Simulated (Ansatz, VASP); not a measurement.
## TiAl in VASP and in Ansatz

Contents of POSCAR:

```
TiAl
1.0
    3.1809095539     -0.0759944262     -0.0759944262
   -0.0759944262      3.1809095539     -0.0759944262
   -0.0759944262     -0.0759944262      3.1809095539
Ti Al
1 1
Direct
    0.0000000000      0.0000000000      0.0000000000
    0.5000000000      0.5000000000      0.5000000000
```

The input INCAR.step1:

```
PREC = Accurate
ENCUT = 520
ISMEAR = 0
SIGMA = 0.15
LREAL = False
LASPH = True
NELM = 80
NBANDS = 14
GGA = PE
ALGO = Normal
EDIFF = 1E-4
LWAVE = True
LCHARG = False
```

Contents of INCAR.step2:

```
PREC = Accurate
ENCUT = 520
EDIFF = 1E-6
ISMEAR = 0
SIGMA = 0.15
LREAL = False
LASPH = True
NELM = 80
ALGO = Normal
ISIF = 2
LWAVE = False
LCHARG = False
METAGGA = R2SCAN
LMIXTAU = True
NBANDS = 14
ISTART = 1
```

File KPOINTS:

```
Automatic mesh
0
Gamma
  16 16 16
```

Input for Ansatz:

```yaml
crystal:
  lattice:
    - [3.1809095539, -0.0759944262, -0.0759944262]
    - [-0.0759944262, 3.1809095539, -0.0759944262]
    - [-0.0759944262, -0.0759944262, 3.1809095539]
  atoms:
    - { symbol: Ti, position: [0.0, 0.0, 0.0] }
    - { symbol: Al, position: [0.5, 0.5, 0.5] }
basis:
  ecutwfc: 500
kpoints:
  mp_grid: { grid: [16, 16, 16] }
hamiltonian:
  xc: r2scan
scf:
  occupations: { method: gaussian, width: 0.15 }
output:
  forces: true
  stress: true
  eigenvalues: true
```

Alike in both runs: task single point; functional r2SCAN; k mesh 16 × 16 × 16; occupations gaussian, width 0.15 eV; no spin polarisation.

|  | VASP | Ansatz |
| --- | --- | --- |
| version | VASP 6.6.1 | Ansatz 0.2.0 |
| potentials or method | VASP PAW PBE potentials, release 64 (Ti_sv, Al), cutoff 520 eV | scalar-relativistic, plane waves, PAW |
| valence electrons in the cell | 15 | 15 |

```tsv
	VASP	Ansatz	Ansatz less VASP
gap on the k mesh at the Fermi level (eV)	none	none	-
pressure (GPa)	0.1	0.0	-0.09
traceless stress, the component that is largest in VASP (GPa)	5.19	5.21	+0.020
```

VASP's potentials were made for PBE, not for r2SCAN. A gap of «none» marks a metal or a gap that the smearing closes.
